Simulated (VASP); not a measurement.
A run of VASP 6.6.1 is set up as follows.

INCAR

```
PREC = Accurate
ENCUT = 520
EDIFF = 1E-6
ISMEAR = 0
SIGMA = 0.01
LREAL = False
LASPH = True
NELM = 100
ALGO = Normal
ISIF = 2
LWAVE = False
LCHARG = False
GGA = PE
NBANDS = 22
```

The input KPOINTS:

```
regular mesh
0
Gamma
  9 9 4
```

POSCAR

```
NaF
1.0
    3.2535955111      0.0000000000      0.0000000000
   -1.6267977555      2.8176963663      0.0000000000
    0.0000000000      0.0000000000      5.6925709909
Na F
2 2
Direct
    0.0000000000      0.0000000000      0.0000000000
    0.0000000000      0.0000000000      0.5000000000
    0.3333333333      0.6666666667      0.2500000000
    0.6666666667      0.3333333333      0.7500000000
```

Potentials or basis: VASP PAW PBE potentials, release 64 (Na_pv, F).

Run with:

```sh
$ cat potpaw_PBE.64/Na_pv/POTCAR potpaw_PBE.64/F/POTCAR > POTCAR
$ mpirun -np 1 vasp_std > vasp.out
```

(1) Estimate the band gap on the k mesh.

(2) Estimate the pressure.

Results:

(1) 5.98 eV.

(2) -0.1 GPa.
